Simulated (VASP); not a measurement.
Write the native input for VASP 6.6.1 that does the following.

| Property | Result |
| --- | --- |
| Task | single point |
| Functional | PBEsol |
| Potentials or basis | VASP PAW PBE potentials, release 64 (Ga_d) |
| Cutoff | 520 eV |
| k mesh | 16 × 12 × 10 |
| Occupations | gaussian, width 0.1 eV |
| Spin | no spin polarisation |
| Dipole correction | no |
| Further INCAR settings | ALGO = Fast; EDIFF = 1e-07; NBANDS = 20 |

The structure of Ga lies in POSCAR:

```
Ga
1.0
    2.7784220849      0.0000000000      0.0000000000
    0.0000000000      3.2816087900      0.0000000000
   -1.3434310986      0.0000000000      3.9902731763
Ga
2
Direct
    0.8654037300      0.2500000000      0.2298331700
    0.1527725835      0.7500000000      0.8077582413
```

This cell differs from its parent crystal: one atom moved.

One way to write it, as run:

INCAR

```
  PREC = Accurate
  ENCUT = 520
  EDIFF = 1E-7
  ISMEAR = 0
  SIGMA = 0.1
  LREAL = False
  LASPH = True
  NELM = 80
  ALGO = Fast
  ISIF = 2
  LWAVE = False
  LCHARG = False
  GGA = PS
  NBANDS = 20
```

KPOINTS

```
regular mesh
0
Gamma
  16 12 10
```

Potentials or basis: VASP PAW PBE potentials, release 64 (Ga_d).

The run is started by

```sh
$ cat potpaw_PBE.64/Ga_d/POTCAR > POTCAR
$ mpirun -np 1 vasp_std > vasp.out
```

Results of the run:

```yaml
Pressure: 0.3 GPa
Largest_force: 0.705 eV/Å
Band_gap_on_the_k_mesh: zero (bands 13 and 14 overlap by 7.85 eV)
```

Caveat: the cell differs from its parent crystal (one atom moved); the PAW data sets were made with another functional, which shifts forces and pressure a little.

Wall time 2 min on 1 thread of Intel(R) Xeon(R) 6975P-C (Granite Rapids) (shared host), peak memory 0.41 GiB.
